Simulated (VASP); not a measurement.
# Y in VASP: a series of runs

The runs below take Y through single point, with PBEsol.

All numbers are computed with VASP 6.6.1; they aren't measurements. Logs are shortened: lines on timing, memory, paths and dates and some standing lists are left out, and cuts for length are marked.

**1. The cell of the first run**

The cell holds a wire with vacuum, 4 atoms: a = 12.300 Å, b = 9.300 Å, c = 6.264 Å, α = 90.00°, β = 90.00°, γ = 90.00°.

**2. Single point, PBEsol, collinear spin, ferromagnetic start**

INCAR reads:

```
SYSTEM = Y
  ALGO = Normal
  EDIFF = 1E-6
  ENCUT = 520
  GGA = PS
  ISIF = 2
  ISMEAR = 0
  ISPIN = 2
  LASPH = .TRUE.
  LCHARG = .FALSE.
  LMAXMIX = 4
  LORBIT = 11
  LREAL = .FALSE.
  LWAVE = .FALSE.
  MAGMOM = 1.5 1.5 1.5 1.5
  NBANDS = 34
  NELM = 150
  PREC = Accurate
  SIGMA = 0.05
```

KPOINTS reads:

```
k-points
0
G
  1 1 11
  0 0 0
```

POSCAR reads:

```
Y
1.0
   12.3000000000      0.0000000000      0.0000000000
    0.0000000000      9.3000000000      0.0000000000
    0.0000000000      0.0000000000      6.2643267306
Y
4
Direct
    0.3663101003      0.5000000000      0.0000000000
    0.3663101003      0.5000000000      0.5000000000
    0.6336898997      0.5000000000      0.0000000000
    0.6336898997      0.5000000000      0.5000000000
```

Potentials or basis: VASP PAW PBE potentials, release 64 (Y_sv).

On the command line:

```
> cat potpaw_PBE.64/Y_sv/POTCAR > POTCAR
> mpirun -np 1 vasp_std > vasp.out
```

OUTCAR:

```text
SYSTEM = Y
   EDIFF = 1E-6
   ENCUT = 520
   GGA = PS
   ISIF = 2
   ISMEAR = 0
   ISPIN = 2
   LASPH = .TRUE.
   LORBIT = 11
   LREAL = .FALSE.
   NELM = 150
   PREC = Accurate

 ion  position               nearest neighbor table
   1  0.366  0.500  0.000-   2 3.13   2 3.13   3 3.29
   2  0.366  0.500  0.500-   1 3.13   1 3.13   4 3.29
   3  0.634  0.500  0.000-   4 3.13   4 3.13   1 3.29
   4  0.634  0.500  0.500-   3 3.13   3 3.13   2 3.29

  LATTYP: Found a simple orthorhombic cell.
 ALAT       =     6.2643267306
 B/A-ratio  =     1.4845968928
 C/A-ratio  =     1.9634991163

  Lattice vectors:

 A1 = (   0.0000000000,   0.0000000000,  -6.2643267306)
 A2 = (   0.0000000000,   9.3000000000,   0.0000000000)
 A3 = (  12.3000000000,   0.0000000000,   0.0000000000)

Analysis of symmetry for initial positions (statically):
=====================================================================
 Subroutine PRICEL returns following result:

  LATTYP: Found a simple orthorhombic cell.
 ALAT       =     3.1321633653
 B/A-ratio  =     2.9691937857
 C/A-ratio  =     3.9269982327

  Lattice vectors:

 A1 = (   0.0000000000,   0.0000000000,  -3.1321633653)
 A2 = (   0.0000000000,   9.3000000000,   0.0000000000)
 A3 = (  12.3000000000,   0.0000000000,   0.0000000000)

   2 primitive cells build up your supercell.

 Routine SETGRP: Setting up the symmetry group for a
 simple orthorhombic supercell.

 Subroutine GETGRP returns: Found  8 space group operations
 (whereof  8 operations were pure point group operations)
 out of a pool of  8 trial point group operations.

The static configuration has the point symmetry D_2h.

Analysis of symmetry for dynamics (positions and initial velocities):
=====================================================================
 Subroutine PRICEL returns following result:

  LATTYP: Found a simple orthorhombic cell.
 ALAT       =     3.1321633653
 B/A-ratio  =     2.9691937857
 C/A-ratio  =     3.9269982327

  Lattice vectors:

 A1 = (   0.0000000000,   0.0000000000,  -3.1321633653)
 A2 = (   0.0000000000,   9.3000000000,   0.0000000000)
 A3 = (  12.3000000000,   0.0000000000,   0.0000000000)

   2 primitive cells build up your supercell.

 Routine SETGRP: Setting up the symmetry group for a
 simple orthorhombic supercell.

 Subroutine GETGRP returns: Found  8 space group operations
 (whereof  8 operations were pure point group operations)
 out of a pool of  8 trial point group operations.

The dynamic configuration has the point symmetry D_2h.

Analysis of structural, dynamic, and magnetic symmetry:
=====================================================================
 Subroutine PRICEL returns following result:

  LATTYP: Found a simple orthorhombic cell.
 ALAT       =     3.1321633653
 B/A-ratio  =     2.9691937857
 C/A-ratio  =     3.9269982327

  Lattice vectors:

 A1 = (   0.0000000000,   0.0000000000,  -3.1321633653)
 A2 = (   0.0000000000,   9.3000000000,   0.0000000000)
 A3 = (  12.3000000000,   0.0000000000,   0.0000000000)

   2 primitive cells build up your supercell.

 Routine SETGRP: Setting up the symmetry group for a
 simple orthorhombic supercell.

 Subroutine GETGRP returns: Found  8 space group operations
 (whereof  8 operations were pure point group operations)
 out of a pool of  8 trial point group operations.

The overall configuration has the point symmetry D_2h.

 Subroutine INISYM returns: Found  8 space group operations
 (whereof  8 operations are pure point group operations),
 and found     2 'primitive' translations

----------------------------------------------------------------------------------------

                                     Primitive cell

  volume of cell :     358.2882

  direct lattice vectors                    reciprocal lattice vectors
     0.000000000  0.000000000 -3.132163365     0.000000000  0.000000000 -0.319268149
     0.000000000  9.300000000  0.000000000     0.000000000  0.107526882  0.000000000
    12.300000000  0.000000000  0.000000000     0.081300813  0.000000000  0.000000000

  length of vectors
     3.132163365  9.300000000 12.300000000     0.319268149  0.107526882  0.081300813

  position of ions in fractional coordinates (direct lattice)
     0.000000000  0.500000000  0.366310100
     0.000000000  0.500000000  0.633689900

  ion indices of the primitive-cell ions
   primitive index   ion index
                 1           1
                 2           3

----------------------------------------------------------------------------------------

 KPOINTS: k-points

Automatic generation of k-mesh.
 Grid dimensions read from file:
 generate k-points for:    1    1   11

 Generating k-lattice:

  Cartesian coordinates                     Fractional coordinates (reciprocal lattice)
     0.081300813  0.000000000  0.000000000     1.000000000  0.000000000  0.000000000
     0.000000000  0.107526882  0.000000000     0.000000000  1.000000000  0.000000000
     0.000000000  0.000000000  0.014512189     0.000000000  0.000000000  0.090909091

  Length of vectors
     0.081300813  0.107526882  0.014512189

  Shift w.r.t. Gamma in fractional coordinates (k-lattice)
     0.000000000  0.000000000  0.000000000

 Subroutine IBZKPT returns following result:
 ===========================================

 Found      6 irreducible k-points:

 Following reciprocal coordinates:
            Coordinates               Weight
  0.000000  0.000000  0.000000      1.000000
  0.000000  0.000000  0.090909      2.000000
  0.000000  0.000000  0.181818      2.000000
  0.000000  0.000000  0.272727      2.000000
  0.000000  0.000000  0.363636      2.000000
  0.000000  0.000000  0.454545      2.000000
   k-points           NKPTS =      6   k-points in BZ     NKDIM =      6   number of bands    NBANDS=     34
   number of dos      NEDOS =    301   number of ions     NIONS =      4
   total plane-waves  NPLWV = 322560
   dimension x,y,z NGX =    96 NGY =   70 NGZ =   48
   dimension x,y,z NGXF=   192 NGYF=  140 NGZF=   96
   ions per type =               4
   NGX,Y,Z   is equivalent  to a cutoff of  12.98, 12.51, 12.74 a.u.
   NGXF,Y,Z  is equivalent  to a cutoff of  25.95, 25.03, 25.48 a.u.
 SYSTEM =  Y
   PREC   = accura    normal or accurate (medium, high low for compatibility)
   ISTART =      0    job   : 0-new  1-cont  2-samecut
   ICHARG =      2    charge: 1-file 2-atom 10-const
   ISPIN  =      2    spin polarized calculation?
   LNONCOLLINEAR =      F non collinear calculations
   LSORBIT =      F    spin-orbit coupling
   LASPH  =      T    aspherical Exc in radial PAW
   ENCUT  =  520.0 eV  38.22 Ry    6.18 a.u.  22.87 17.29 11.65*2*pi/ulx,y,z
   NELM   =    150;   NELMIN=  2; NELMDL= -5     # of ELM steps
   EDIFF  = 0.1E-05   stopping-criterion for ELM
   LREAL  =      F    real-space projection
   EDIFFG = 0.1E-04   stopping-criterion for IOM
   NSW    =      0    number of steps for IOM
   IBRION =     -1    ionic relax: 0-MD 1-quasi-New 2-CG
   NFREE  =      0    steps in history (QN), initial steepest desc. (CG)
   ISIF   =      2    stress and relaxation
   ISYM   =      2    0-nonsym 1-usesym 2-fastsym
   POTIM  = 0.5000    time-step for ionic-motion
   TEBEG  =    0.0;   TEEND  =   0.0 temperature during run
   PSTRESS=    0.0 pullay stress
   NELECT =      44.0000    total number of electrons
   NUPDOWN=      -1.0000    fix difference up-down
   EMIN   =  10.00;   EMAX   =-10.00  energy-range for DOS
   EFERMI =   0.00;   METHOD = LEGACY
   ISMEAR =     0;   SIGMA  =   0.05  broadening in eV -4-tet -1-fermi 0-gaus
   EFERMI_NEDOS =   21; number of points for ismear=-14 and -15
   IALGO  =     38    algorithm
   IMIX   =      4    mixing-type and parameters
     AMIX     =   0.40;   BMIX     =  1.00
     AMIX_MAG =   1.60;   BMIX_MAG =  1.00
  volume/ion in A,a.u.               =     179.14      1208.92
  Fermi-wavevector in a.u.,A,eV,Ry     =   0.645860  1.220498  5.675464  0.417135
  Thomas-Fermi vector in A             =   1.713654
   LORBIT       =     11    0 simple, 1 ext, 2 COOP (PROOUT), +10 PAW based schemes
   GGA     = PS    functional components
   LHFCALC =     F    Hartree Fock is set to
   AEXX    =    0.0000 exact exchange contribution
   IVDW    =     0    specifies the selected vdW correction
   LEPSILON=     F    determine dielectric tensor
   LRPA    =     F    only Hartree local field effects (RPA)
 spin polarized calculation
 Gauss-broadening in eV      SIGMA  =   0.05
  energy-cutoff  :      520.00
  volume of cell :      716.58
 maximum number of plane-waves:     19323
 NGX is ok and might be reduce to    90
   NGX = 45   NGY = 35   NGZ = 23

 number of electron      44.0000002 magnetization       6.3543831

 Free energy of the ion-electron system (eV)
  ---------------------------------------------------
  ext. energy  EPLUGINS =         0.00000000
  ---------------------------------------------------
  free energy    TOTEN  =       -17.19218211 eV

  energy without entropy =      -17.17911909  energy(sigma->0) =      -17.18565060

 E-fermi :  -1.6637     XC(G=0):  -3.1907

 val. band max:       -1.6761613106   @ k =   0.0000   0.0000   0.0000
 cond. band min:      -1.6364872037   @ k =   0.0000   0.0000   0.0909
 fundamental gap:      0.0396741069
 Fermi energy:        -1.6637281868

 spin component 1

 k-point     1 :       0.0000    0.0000    0.0000
  band No.  band energies     occupation
      1     -45.3329      1.00000
      2     -45.3027      1.00000
      3     -45.2286      1.00000
      4     -45.1996      1.00000
      5     -25.7251      1.00000
      6     -25.6812      1.00000
[... 26 lines left out ...]
     33      -0.3230      0.00000
     34      -0.3117      0.00000

 k-point     2 :       0.0000    0.0000    0.0909
  band No.  band energies     occupation
      1     -45.3308      1.00000
      2     -45.3006      1.00000
      3     -45.2308      1.00000
      4     -45.2017      1.00000
      5     -25.7069      1.00000
      6     -25.6633      1.00000
[... 26 lines left out ...]
     33      -0.5280      0.00000
     34      -0.1141      0.00000
[... 109 lines left out ...]
     33      -0.6324      0.00000
     34      -0.3474      0.00000

 k-point     6 :       0.0000    0.0000    0.4545
  band No.  band energies     occupation
      1     -45.2886      1.00000
      2     -45.2737      1.00000
      3     -45.2588      1.00000
      4     -45.2442      1.00000
      5     -25.4845      1.00000
      6     -25.4678      1.00000
[... 26 lines left out ...]
     33      -0.5977      0.00000
     34      -0.5207      0.00000
 Fermi energy:        -1.6637281868

 spin component 2

 k-point     1 :       0.0000    0.0000    0.0000
  band No.  band energies     occupation
      1     -44.9577      1.00000
      2     -44.9296      1.00000
      3     -44.8586      1.00000
      4     -44.8316      1.00000
      5     -25.1799      1.00000
      6     -25.1365      1.00000
[... 26 lines left out ...]
     33       0.4084      0.00000
     34       0.7523      0.00000

 k-point     2 :       0.0000    0.0000    0.0909
  band No.  band energies     occupation
      1     -44.9557      1.00000
      2     -44.9276      1.00000
      3     -44.8606      1.00000
      4     -44.8337      1.00000
      5     -25.1624      1.00000
      6     -25.1194      1.00000
[... 26 lines left out ...]
     33       0.3132      0.00000
     34       0.7115      0.00000
[... 109 lines left out ...]
     33       0.1966      0.00000
     34       0.3667      0.00000

 k-point     6 :       0.0000    0.0000    0.4545
  band No.  band energies     occupation
      1     -44.9155      1.00000
      2     -44.9014      1.00000
      3     -44.8879      1.00000
      4     -44.8740      1.00000
      5     -25.0401      1.00000
      6     -25.0248      1.00000
[... 26 lines left out ...]
     33       0.1053      0.00000
     34       0.3109      0.00000

------------------------ aborting loop because EDIFF is reached ----------------------------------------

  FORCE on cell =-STRESS in cart. coord.  units (eV):
  Direction    XX          YY          ZZ          XY          YZ          ZX
  --------------------------------------------------------------------------------------
  -------------------------------------------------------------------------------------
  Total       -1.1991299     -0.1541302      1.4392228      0.0000000     -0.0000000      0.0000000
  in kB       -2.6811083     -0.3446164      3.2179268      0.0000000     -0.0000000      0.0000000
  external PRESSURE =       0.0640674 kB  Pullay stress =       0.0000000 kB

 VOLUME and BASIS-vectors are now :
 -----------------------------------------------------------------------------
  energy-cutoff  :      520.00
  volume of cell :      716.58
      direct lattice vectors                 reciprocal lattice vectors
    12.300000000  0.000000000  0.000000000     0.081300813  0.000000000  0.000000000
     0.000000000  9.300000000  0.000000000     0.000000000  0.107526882  0.000000000
     0.000000000  0.000000000  6.264326731     0.000000000  0.000000000  0.159634074

 POSITION                                       TOTAL-FORCE (eV/Angst)
 -----------------------------------------------------------------------------------
      4.50561      4.65000      0.00000         0.196555     -0.000000     -0.000000
      4.50561      4.65000      3.13216         0.196555      0.000000      0.000000
      7.79439      4.65000      0.00000        -0.196555      0.000000      0.000000
      7.79439      4.65000      3.13216        -0.196555     -0.000000     -0.000000
 -----------------------------------------------------------------------------------
    total drift:                               -0.000000      0.000000      0.000000

  FREE ENERGIE OF THE ION-ELECTRON SYSTEM (eV)
  ---------------------------------------------------
  free  energy   TOTEN  =       -17.1921821112 eV

  energy  without entropy=      -17.1791190900  energy(sigma->0) =      -17.18565060

 total charge

# of ion       s       p       d       f       tot
--------------------------------------------------
    1        2.320   6.071   0.979   0.006   9.375
    2        2.320   6.071   0.979   0.006   9.375
    3        2.320   6.071   0.979   0.006   9.375
    4        2.320   6.071   0.979   0.006   9.375
--------------------------------------------------
tot          9.279  24.283   3.915   0.024  37.501

 magnetization (x)

# of ion       s       p       d       f       tot
--------------------------------------------------
    1        0.060   0.112   0.696   0.004   0.871
    2        0.060   0.112   0.696   0.004   0.871
    3        0.060   0.112   0.696   0.004   0.871
    4        0.060   0.112   0.696   0.004   0.871
--------------------------------------------------
tot          0.239   0.448   2.785   0.015   3.486
```

Run time: 15 min. Hardware: 1 thread of Intel Xeon Platinum 8259CL at 2.50GHz (Skylake/Cascade Lake), shared host; peak memory 0.95 GiB.

Results:

| Item | Value |
| --- | --- |
| Free energy | -17.1922 eV |
| Largest force | 0.197 eV/Å |
| Net moment | 6.35 μB per cell |
| Site moments | Y +0.87 μB |
| Valence electrons inside the program's atomic spheres | Y 9.38 |

Forces on the atoms (eV/Å):
```
Y    0.197  0.000  0.000
Y    0.197  0.000  0.000
Y   -0.197  0.000  0.000
Y   -0.197  0.000  0.000
```

Levels at points of the mesh, in eV from the Fermi level:
Spin up:
| k point | band 21 | band 22 | band 23 | band 24 | band 25 | band 26 | band 27 | band 28 | band 29 | band 30 |
| --- | --- | --- | --- | --- | --- | --- | --- | --- | --- | --- |
| (0.00, 0.00, 0.00) | -0.81 | -0.65 | -0.53 | -0.15 | -0.12 | -0.01 | -0.01 | 0.38 | 0.46 | 0.61 |
Spin down:
| k point | band 16 | band 17 | band 18 | band 19 | band 20 | band 21 | band 22 | band 23 |
| --- | --- | --- | --- | --- | --- | --- | --- | --- |
| (0.00, 0.00, 0.00) | -22.56 | -2.42 | -1.26 | -0.72 | 0.08 | 0.13 | 0.37 | 0.58 |

Caveat: the PAW data sets were made with another functional, which shifts forces and pressure a little.

(Continued in part 2 of 2.)
